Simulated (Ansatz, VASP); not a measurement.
Ca2Ge3N: VASP beside Ansatz

```xyz
6
Lattice="4.9958 0.0000 0.0000 0.0000 4.9958 0.0000 0.0000 0.0000 6.0085" Properties=species:S:1:pos:R:3 pbc="T T T"
Ca    0.0000    2.4979    3.0042
Ca    2.4979    0.0000    3.0042
Ge    2.4979    2.4979    0.0000
Ge    0.0000    2.4979    0.0000
Ge    2.4979    0.0000    0.0000
N     2.4979    2.4979    3.0042
```

Alike in both runs: functional PBE; k mesh 4 × 4 × 4; occupations gaussian, width 0.1 eV; no spin polarisation.

Ansatz relaxed the structure, and its values are those at the end. VASP's run is a single point on that final structure, the one shown.

|  | VASP | Ansatz |
| --- | --- | --- |
| version | VASP 6.6.1 | Ansatz 0.2.0 |
| potentials or method | VASP PAW PBE potentials, release 64 (Ca_sv, Ge_d, N), cutoff 520 eV | scalar-relativistic, plane waves, PAW |
| valence electrons in the cell | 67 | 67 |

|  | VASP | Ansatz | Ansatz less VASP |
| --- | --- | --- | --- |
| gap on the k mesh at the Fermi level (eV) | none | none | - |
| pressure (GPa) | 0.3 | 0.2 | -0.07 |

A gap of «none» marks a metal or a gap that the smearing closes.
